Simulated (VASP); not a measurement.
# B: single point with LDA

The system is B.

```
B
1.0
     2.92040    0.00000    0.00000
    -1.46020    2.52914    0.00000
     0.00000    0.00000    7.52351
B
4
Direct
  0.00000 0.00000 0.70717
  0.66667 0.33333 0.79860
  0.66667 0.33333 0.20140
  0.00000 0.00000 0.29283
```

```json
{
  "Program": "VASP 6.6.1",
  "Task": "single point",
  "Functional": "LDA",
  "Potentials or basis": "VASP PAW LDA potentials, release 64 (B)",
  "Cutoff": "500 eV",
  "k mesh": "9 × 9 × 3",
  "Occupations": "fermi-dirac, width 0.1 eV",
  "Spin": "no spin polarisation",
  "Dipole correction": "no",
  "Further INCAR settings": "ALGO = Normal; EDIFF = 1e-06; NBANDS = 14"
}
```

```yaml
Pressure: -21.9 GPa
Largest_force: 2.785 eV/Å
Band_gap_on_the_k_mesh: zero (band 6 reaches 3.24 eV, above the bottom of band 7 at -0.75 eV)
```

Forces in eV/Å, atoms in the order of the input:
```
B    0.000  0.000  2.785
B    0.000  0.000 -2.675
B    0.000  0.000  2.675
B    0.000  0.000 -2.785
```

Stress tensor (GPa, compression positive):
```
-20.58   0.00   0.00
  0.00 -20.58   0.00
  0.00   0.00 -24.59
```

Levels at points of the mesh, in eV from the Fermi level:
| k point | band 4 | band 5 | band 6 | band 7 | band 8 | band 9 |
| --- | --- | --- | --- | --- | --- | --- |
| (0.00, 0.00, 0.00) | -1.12 | 1.89 | 2.51 | 2.51 | 2.64 | 2.64 |

Wall time 9.9 s on 1 thread of AMD EPYC 7R13 Processor (Zen 3), with other jobs on the host, peak memory 0.11 GiB.

Caveat: forces of over 1 eV/Å act on the atoms, so gaps and moduli don't describe the material at rest.
